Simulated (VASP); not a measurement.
Crystal: TiPt3.

```
Pt Ti
1.0
     3.84433    0.00000    0.00000
     0.00000    3.84433    0.00000
     0.00000    0.00000    3.84433
Pt Ti
3 1
Direct
  0.50000 0.50000 0.00000
  0.50000 0.00000 0.50000
  0.00000 0.50000 0.50000
  0.00000 0.00000 0.00000
```

This cell differs from its parent crystal: volume scaled by 0.96.

Base run:

| Property | Result |
| --- | --- |
| Program | VASP 6.6.1 |
| Functional | LDA |
| Potentials or basis | VASP PAW LDA potentials, release 64 (Pt, Ti_sv) |
| Cutoff | 520 eV |
| k mesh | 7 × 7 × 7 |
| Occupations | fermi-dirac, width 0.05 eV |
| Spin | no spin polarisation |

Its results: band gap on the k mesh zero (band 21 reaches 13.96 eV, above the bottom of band 22 at 12.33 eV); pressure 7.5 GPa.

Problem. The run is repeated on the same cell with these changes: functional from LDA to PBEsol; potentials or basis from VASP PAW LDA potentials, release 64 (Pt, Ti_sv) to VASP PAW PBE potentials, release 64 (Pt, Ti_sv). What comes out?

Solution. Band gap on the k mesh zero (band 21 reaches 13.97 eV, above the bottom of band 22 at 12.33 eV); pressure 12.3 GPa.

Caveats: spin-orbit coupling is left out, which moves the levels of the heavy elements; the PAW data sets were made with another functional, which shifts forces and pressure a little (some runs).
